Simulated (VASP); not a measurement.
Input of a VASP 6.6.1 run:

Contents of INCAR:

```
PREC = Accurate
ENCUT = 500
EDIFF = 1E-6
ISMEAR = -1
SIGMA = 0.15
LREAL = False
LASPH = True
NELM = 120
ALGO = Normal
ISIF = 2
LWAVE = False
LCHARG = False
NBANDS = 21
GGA_COMPAT = False
```

The input KPOINTS:

```
regular mesh
0
Gamma
  12 12 12
```

File POSCAR:

```
InSb
1.0
    0.0000000000      3.0794270551      3.0794270551
    3.0794270551      0.0000000000      3.0794270551
    3.0794270551      3.0794270551      0.0000000000
In Sb
1 1
Direct
    0.0000000000      0.0000000000      0.0000000000
    0.7500000000      0.7500000000      0.7500000000
```

Potentials or basis: VASP PAW LDA potentials, release 64 (In_d, Sb_d_GW).

Launch:

```bash
$ cat potpaw_LDA.64/In_d/POTCAR potpaw_LDA.64/Sb_d_GW/POTCAR > POTCAR
$ mpirun -np 1 vasp_std > vasp.out
```

Task: What does it give for the band gap on the k mesh?

Result: 0.53 eV.

Task: What does it give for the pressure?

Result: 9.1 GPa.

Caveat: the cell stands under pressure; semilocal functionals underestimate gaps, and a narrow one can read as zero; spin-orbit coupling is left out, which moves the levels of the heavy elements. A k mesh can miss the band edges.
